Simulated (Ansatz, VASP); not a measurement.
## One calculation of In5GaAs6, two programs

```xyz
12
Lattice="4.3595 0.0000 0.0000 0.0000 4.3595 0.0000 0.0000 0.0000 18.1624" Properties=species:S:1:pos:R:3 pbc="T T T"
In    2.1797    2.1797    2.8924
In    0.0000    0.0000    5.9861
In    2.1797    2.1797    9.0812
In    0.0000    0.0000   12.1763
In    2.1797    2.1797   15.2700
Ga    0.0000    0.0000    0.0000
As    2.1797    0.0000    4.4388
As    0.0000    2.1797    7.5335
As    2.1797    0.0000   10.6289
As    0.0000    2.1797   13.7237
As    2.1797    0.0000   16.8264
As    0.0000    2.1797    1.3360
```

Alike in both runs: functional PBE; k mesh 4 × 4 × 1; occupations gaussian, width 0.1 eV; no spin polarisation.

Ansatz relaxed the structure, and its values are those at the end. VASP's run is a single point on that final structure, the one shown.

|  | VASP | Ansatz |
| --- | --- | --- |
| version | VASP 6.6.1 | Ansatz 0.2.0 |
| potentials or method | VASP PAW PBE potentials, release 64 (In_d, Ga_d, As), cutoff 520 eV | scalar-relativistic, plane waves, PAW |
| valence electrons in the cell | 108 | 168 |

Ansatz gave:

```
gap on the k mesh at the Fermi level (eV) : none
pressure (GPa)                            : -0.1
rms of the force components (eV/Å)        : 0.007
```

**Question.** Which values does VASP return?

**Answer.** gap on the k mesh at the Fermi level (eV): none; pressure (GPa): 0.0; rms of the force components (eV/Å): 0.006.

A gap of «none» marks a metal or a gap that the smearing closes. With one functional, cell and mesh, what is left measures potentials, basis and numerics. VASP's potentials hold 108 valence electrons a cell and Ansatz's 168, so a difference there can come from the potentials and not from the codes.

The k mesh is coarse, so the values compare programs but aren't converged.
